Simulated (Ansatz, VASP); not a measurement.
## One calculation of Al2O3, two programs

Contents of POSCAR:

```
Al2O3
1.0
    2.3307893878      1.3456818805      4.2431693002
   -2.3307893878      1.3456818805      4.2431693002
    0.0000000000     -2.6913637610      4.2431693002
Al O
4 6
Direct
    0.8519115234      0.8519115234      0.8519115234
    0.3519115234      0.3519115234      0.3519115234
    0.1480884766      0.1480884766      0.1480884766
    0.6480884766      0.6480884766      0.6480884766
    0.4436339007      0.0563660993      0.7500000000
    0.0563660993      0.7500000000      0.4436339007
    0.5563660993      0.9436339007      0.2500000000
    0.2500000000      0.5563660993      0.9436339007
    0.9436339007      0.2500000000      0.5563660993
    0.7500000000      0.4436339007      0.0563660993
```

File INCAR.step1:

```
PREC = Accurate
ENCUT = 520
ISMEAR = 0
SIGMA = 0.01
LREAL = F
LASPH = T
NELM = 100
NBANDS = 35
GGA = PE
ALGO = Normal
EDIFF = 1E-4
LWAVE = T
LCHARG = F
```

The input INCAR.step2:

```
PREC = Accurate
ENCUT = 520
EDIFF = 1E-6
ISMEAR = 0
SIGMA = 0.01
LREAL = F
LASPH = T
NELM = 100
ALGO = Normal
ISIF = 2
LWAVE = F
LCHARG = F
METAGGA = R2SCAN
LMIXTAU = T
NBANDS = 35
ISTART = 1
```

Contents of KPOINTS:

```
regular mesh
0
Gamma
  6 6 6
```

Input for Ansatz:

```yaml
crystal:
  lattice:
    - [2.3307893878, 1.3456818805, 4.2431693002]
    - [-2.3307893878, 1.3456818805, 4.2431693002]
    - [0.0, -2.691363761, 4.2431693002]
  atoms:
    - { symbol: Al, position: [0.8519115234, 0.8519115234, 0.8519115234] }
    - { symbol: Al, position: [0.3519115234, 0.3519115234, 0.3519115234] }
    - { symbol: Al, position: [0.1480884766, 0.1480884766, 0.1480884766] }
    - { symbol: Al, position: [0.6480884766, 0.6480884766, 0.6480884766] }
    - { symbol: O, position: [0.4436339007, 0.0563660993, 0.75] }
    - { symbol: O, position: [0.0563660993, 0.75, 0.4436339007] }
    - { symbol: O, position: [0.5563660993, 0.9436339007, 0.25] }
    - { symbol: O, position: [0.25, 0.5563660993, 0.9436339007] }
    - { symbol: O, position: [0.9436339007, 0.25, 0.5563660993] }
    - { symbol: O, position: [0.75, 0.4436339007, 0.0563660993] }
kpoints:
  mp_grid: { grid: [6, 6, 6] }
hamiltonian:
  xc: r2scan
scf:
  occupations: { method: fixed }
  n_extra_bands: 6
output:
  forces: true
  stress: true
  eigenvalues: true
```

Alike in both runs: task single point; functional r2SCAN; k mesh 6 × 6 × 6; no spin polarisation.

|  | VASP | Ansatz |
| --- | --- | --- |
| version | VASP 6.6.1 | Ansatz 0.2.0 |
| potentials or method | VASP PAW PBE potentials, release 64 (Al, O) | plane waves, PAW |
| plane-wave cutoff (eV) | 520 | 500 |
| occupations | gaussian, width 0.01 eV | fixed |
| valence electrons in the cell | 48 | 48 |

Ansatz gave:

```
gap on the k mesh at the Fermi level (eV)                     : 7.96
pressure (GPa)                                                : 18.0
traceless stress, the component that is largest in VASP (GPa) : -0.87
rms of the force components (eV/Å)                            : 0.039
```

Q: What did VASP give for the same quantities?

A: gap on the k mesh at the Fermi level (eV): 7.98; pressure (GPa): 17.6; traceless stress, the component that is largest in VASP (GPa): -0.94; rms of the force components (eV/Å): 0.037.

VASP's potentials were made for PBE, not for r2SCAN. Atom by atom the forces differ by 0.011 eV/Å (rms over components).
